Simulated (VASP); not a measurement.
Set up this calculation in VASP 6.6.1, as the native input.

* Task: single point
* Functional: LDA
* Potentials or basis: VASP PAW LDA potentials, release 64 (Al, Ga_d)
* Cutoff: 520 eV
* k mesh: 5 × 5 × 1
* Occupations: gaussian, width 0.1 eV
* Spin: collinear spin
* Starting moments: [0.0, 0.0, 0.0, 0.0, 0.0, 0.0, 0.0, 0.0, 0.0, 0.0, 0.0, 0.0, 1.0] μB
* Dipole correction: yes
* Further INCAR settings: ALGO = Normal; EDIFF = 1e-06; NBANDS = 40

The structure of Al12Ga lies in POSCAR:

```
Al12Ga
1.0
    5.6343731020      0.0000000000      0.0000000000
    0.0000000000      5.6343731020      0.0000000000
    0.0000000000      0.0000000000     21.1039189491
Al Ga
12 1
Direct
    0.2500000000      0.2500000000      0.1895382564
    0.2500000000      0.7500000000      0.1895382564
    0.7500000000      0.2500000000      0.1895382564
    0.7500000000      0.7500000000      0.1895382564
    0.0000000000      0.0000000000      0.2867506898
    0.0000000000      0.5000000000      0.2867506898
    0.5000000000      0.0000000000      0.2867506898
    0.5000000000      0.5000000000      0.2867506898
    0.2500000000      0.2500000000      0.3840006668
    0.2500000000      0.7500000000      0.3840006668
    0.7500000000      0.2500000000      0.3840006668
    0.7500000000      0.7500000000      0.3840006668
    0.5000000000      0.5000000000      0.4872990165
```

These files were run (other wordings do the same):

INCAR

```
PREC     = Accurate       # precision mode
ENCUT    = 520            # plane-wave cutoff, eV
EDIFF    = 1E-6           # SCF threshold, eV
ISMEAR   = 0              # smearing method
SIGMA    = 0.1            # smearing width, eV
LREAL    = False          # projectors in reciprocal space
LASPH    = True           # aspherical terms in the spheres
NELM     = 150            # most SCF steps
ALGO     = Normal         # electronic algorithm
ISIF     = 2              # what is computed and relaxed
LWAVE    = False          # write WAVECAR
LCHARG   = False          # write CHGCAR
ISPIN    = 2              # spin polarisation
MAGMOM   = 0 0 0 0 0 0 0 0 0 0 0 0 1 # initial moments
LORBIT   = 11             # projections on sites
LDIPOL   = True         
IDIPOL   = 3            
DIPOL    = 0.5 0.5 0.302
NBANDS   = 40             # bands
```

KPOINTS

```
Automatic mesh
0
Gamma
  5 5 1
```

Potentials or basis: VASP PAW LDA potentials, release 64 (Al, Ga_d).

The run is started by

```sh
$ cat potpaw_LDA.64/Al/POTCAR potpaw_LDA.64/Ga_d/POTCAR > POTCAR
$ mpirun -np 1 vasp_std > vasp.out
```

Results of the run:

* Largest force: 0.672 eV/Å
* Net moment: 0.00 μB per cell
* Valence electrons inside the program's atomic spheres: Al 0.79, 0.80 (each value once); Ga 11.46

Run time: 13 min on 1 thread of Intel(R) Xeon(R) Platinum 8259CL CPU @ 2.50GHz (Skylake/Cascade Lake), with other jobs on the host, peak memory 0.63 GiB.
